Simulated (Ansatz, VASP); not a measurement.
## One calculation of SnO2, two programs

The input POSCAR:

```
SnO2
1.0
    4.7380000000      0.0000000000      0.0000000000
    0.0000000000      4.7380000000      0.0000000000
    0.0000000000      0.0000000000      3.1865000000
Sn O
2 4
Direct
    0.0000000000      0.0000000000      0.0000000000
    0.5000000000      0.5000000000      0.5000000000
    0.3053957314      0.3053957314      0.0000000000
    0.1946042686      0.8053957314      0.5000000000
    0.6946042686      0.6946042686      0.0000000000
    0.8053957314      0.1946042686      0.5000000000
```

File INCAR.step1:

```
PREC = Accurate
ENCUT = 520
ISMEAR = -1
SIGMA = 0.02
LREAL = F
LASPH = T
NELM = 100
NBANDS = 35
GGA = PE
ALGO = Normal
EDIFF = 1E-4
LWAVE = T
LCHARG = F
```

The input INCAR.step2:

```
PREC = Accurate
ENCUT = 520
EDIFF = 1E-8
ISMEAR = -1
SIGMA = 0.02
LREAL = F
LASPH = T
NELM = 100
ALGO = Normal
ISIF = 2
LWAVE = F
LCHARG = F
METAGGA = R2SCAN
LMIXTAU = T
LEFG = T
NBANDS = 35
ISTART = 1
```

File KPOINTS:

```
Automatic mesh
0
Gamma
  7 7 9
```

Input for Ansatz:

```yaml
crystal:
  lattice:
    - [4.738, 0.0, 0.0]
    - [0.0, 4.738, 0.0]
    - [0.0, 0.0, 3.1865]
  atoms:
    - { symbol: Sn, position: [0.0, 0.0, 0.0] }
    - { symbol: Sn, position: [0.5, 0.5, 0.5] }
    - { symbol: O, position: [0.3053957314, 0.3053957314, 0.0] }
    - { symbol: O, position: [0.1946042686, 0.8053957314, 0.5] }
    - { symbol: O, position: [0.6946042686, 0.6946042686, 0.0] }
    - { symbol: O, position: [0.8053957314, 0.1946042686, 0.5] }
kpoints:
  mp_grid: { grid: [7, 7, 9] }
scf:
  occupations: { method: fermi_dirac, width: 0.02 }
hamiltonian:
  xc: r2scan
  pseudopotentials: { kind: paw }
output:
  forces: true
  stress: true
  populations: true
  efg:
    quadrupole_moments_barn: { Sn: -0.132, O: -0.02558 }
    contact_densities: true
```

Alike in both runs: task electric field gradients; functional r2SCAN; k mesh 7 × 7 × 9; occupations fermi-dirac, width 0.02 eV; no spin polarisation.

|  | VASP | Ansatz |
| --- | --- | --- |
| version | VASP 6.6.1 | Ansatz 0.2.0 |
| potentials or method | VASP PAW PBE potentials, release 64 (Sn_d, O) | plane-wave PAW, scalar-relativistic |
| plane-wave cutoff (eV) | 520 | 500 |
| valence electrons in the cell | 52 | 52 |

|  | VASP | Ansatz | Ansatz less VASP |
| --- | --- | --- | --- |
| gap on the k mesh at the Fermi level (eV) | 1.95 | 1.92 | -0.028 |
| pressure (GPa) | 4.1 | 2.9 | -1.16 |
| traceless stress, the component that is largest in VASP (GPa) | 0.76 | 0.42 | -0.343 |
| rms of the force components (eV/Å) | 0.004 | 0.016 | +0.0124 |
| size of Vzz on the site where it differs most (V/Å²) | 56.2 | 56.5 | +0.35 |

VASP's potentials were made for PBE, not for r2SCAN. Atom by atom the forces differ by 0.012 eV/Å (rms over components). With one functional, cell and mesh, what is left measures potentials, basis and numerics.
